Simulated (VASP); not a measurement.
BeS (rocksalt type):

```
Be S
1.0
     0.00000    2.23228    2.23228
     2.23228    0.00000    2.23228
     2.23228    2.23228    0.00000
Be S
1 1
Direct
  0.00000 0.00000 0.00000
  0.50000 0.50000 0.50000
```

```yaml
Program: VASP 6.6.1
Task: relaxation of cell and atoms
Functional: PBE
Potentials_or_basis: VASP PAW PBE potentials, release 64 (Be, S)
Cutoff: 600 eV
k_mesh: 13 × 13 × 13
Occupations: fermi-dirac, width 0.08 eV
Spin: no spin polarisation
```

At the start: pressure 14.3 GPa; volume 11.12 Å³/atom.

Question: How do energy, volume and symmetry change on relaxing?

Answer: Over 5 steps the energy falls by 52.0 meV/atom and the volume is 12.39 Å³/atom (+11.4 %); space group Fm-3m (No. 225, to 0.05 Å).

Step by step:
| step | energy change (eV) | largest force (eV/Å) | pressure (GPa) | volume (Å³) |
| --- | --- | --- | --- | --- |
| 1 | 0.0000 | 0.0000 | 14.33 | 22.25 |
| 2 | -0.0954 | 0.0000 | -3.30 | 25.61 |
| 3 | -0.1040 | 0.0000 | 0.07 | 24.77 |
| 4 | -0.1040 | 0.0000 | -0.16 | 24.83 |
| 5 | -0.1040 | 0.0000 | 0.01 | 24.78 |

Final structure:
```
CELL_PARAMETERS angstrom
0.00000 2.31408 2.31408
2.31408 0.00000 2.31408
2.31408 2.31408 0.00000
ATOMIC_POSITIONS crystal
Be 0.00000 0.00000 0.00000
S 0.50000 0.50000 0.50000
```
